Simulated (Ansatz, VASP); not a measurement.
Two plane-wave programs on NaF

The input INCAR:

```
SYSTEM = NaF
PREC = Accurate
ENCUT = 520
EDIFF = 1E-6
ISMEAR = -1
SIGMA = 0.02
LREAL = .FALSE.
LASPH = .TRUE.
NELM = 80
ALGO = Normal
ISIF = 2
LWAVE = .FALSE.
LCHARG = .FALSE.
GGA = PE
NBANDS = 14
```

The input KPOINTS:

```
regular mesh
0
G
  8 8 8
  0 0 0
```

Contents of POSCAR:

```
NaF
1.0
    0.0000000000      2.4300108974      2.4300108974
    2.4300108974      0.0000000000      2.4300108974
    2.4300108974      2.4300108974      0.0000000000
Na F
1 1
Direct
    0.0000000000      0.0000000000      0.0000000000
    0.2500000000      0.2500000000      0.2500000000
```

Input for Ansatz:

```yaml
crystal:
  lattice:
    - [0.0, 2.4300108974, 2.4300108974]
    - [2.4300108974, 0.0, 2.4300108974]
    - [2.4300108974, 2.4300108974, 0.0]
  atoms:
    - { symbol: Na, position: [0.0, 0.0, 0.0] }
    - { symbol: F, position: [0.25, 0.25, 0.25] }
kpoints:
  mp_grid: { grid: [8, 8, 8] }
  band_path:
    path:
      - [0.0, 0.0, 0.0]
      - [-0.5, -0.5, 0.0]
      - [-0.375, -0.375, 0.25]
      - [-0.375, 0.0, 0.375]
      - [0.0, 0.0, 0.5]
      - [-0.5, -0.25, 0.25]
      - [-0.083333, 0.0, 0.083333]
    npoints: 1
hamiltonian:
  xc: pbe
scf:
  occupations: { method: fermi_dirac, width: 0.02 }
  n_extra_bands: 4
output:
  forces: true
  stress: true
  eigenvalues: true
```

Change from the starting cell: hydrostatic strain -4.0%.

Alike in both runs: task single point; functional PBE; k mesh 8 × 8 × 8; occupations fermi-dirac, width 0.02 eV; no spin polarisation.

|  | VASP | Ansatz |
| --- | --- | --- |
| version | VASP 6.6.1 | Ansatz 0.2.0 |
| potentials or method | VASP PAW PBE potentials, release 64 (Na_pv, F) | plane waves, PAW |
| plane-wave cutoff (eV) | 520 | 420 |
| valence electrons in the cell | 14 | 16 |

```tsv
	VASP	Ansatz	Ansatz less VASP
gap on the k mesh at the Fermi level (eV)	6.04	6.06	+0.018
pressure (GPa)	8.6	8.4	-0.18
```

VASP's potentials hold 14 valence electrons a cell and Ansatz's 16, so a difference there can come from the potentials and not from the codes.
